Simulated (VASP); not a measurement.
Write the native input for VASP 6.6.1 that does the following.

| Item | Value |
| --- | --- |
| Task | single point |
| Functional | PBEsol |
| Potentials or basis | VASP PAW PBE potentials, release 64 (Sr_sv, O) |
| Cutoff | 520 eV |
| k mesh | 9 × 9 × 9 |
| Occupations | fermi-dirac, width 0.05 eV |
| Spin | no spin polarisation |
| Dipole correction | no |
| Further INCAR settings | ALGO = Normal; EDIFF = 1e-06; NBANDS = 15 |

The structure of SrO lies in POSCAR:

```
SrO
1.0
    0.0000000000      2.5139118308      2.5139118308
    2.5139118308      0.0000000000      2.5139118308
    2.5139118308      2.5139118308      0.0000000000
Sr O
1 1
Direct
    0.5000000000      0.5000000000      0.5000000000
    0.0000000000      0.0000000000      0.0000000000
```

These files were run (other wordings do the same):

INCAR

```
SYSTEM = SrO
ALGO = Normal
EDIFF = 1E-6
ENCUT = 520
GGA = PS
ISIF = 2
ISMEAR = -1
LASPH = .True.
LCHARG = .False.
LREAL = .False.
LWAVE = .False.
NBANDS = 15
NELM = 100
PREC = Accurate
SIGMA = 0.05
```

KPOINTS

```
k-points
0
Gamma
  9 9 9
  0 0 0
```

Potentials or basis: VASP PAW PBE potentials, release 64 (Sr_sv, O).

Command:

```console
$ cat potpaw_PBE.64/Sr_sv/POTCAR potpaw_PBE.64/O/POTCAR > POTCAR
$ mpirun -np 1 vasp_std > vasp.out
```

It gave:

```yaml
Pressure: 6.8 GPa
Band_gap_on_the_k_mesh: 3.16 eV (least direct gap 3.20 eV)
```

Caveat: the cell stands under pressure; the PAW data sets were made with another functional, which shifts forces and pressure a little; an odd mesh through Γ misses points on the zone boundary, where band edges can lie.

It took 9.6 s on 1 thread of Intel(R) Xeon(R) 6975P-C (Granite Rapids) (shared host), peak memory 0.16 GiB.
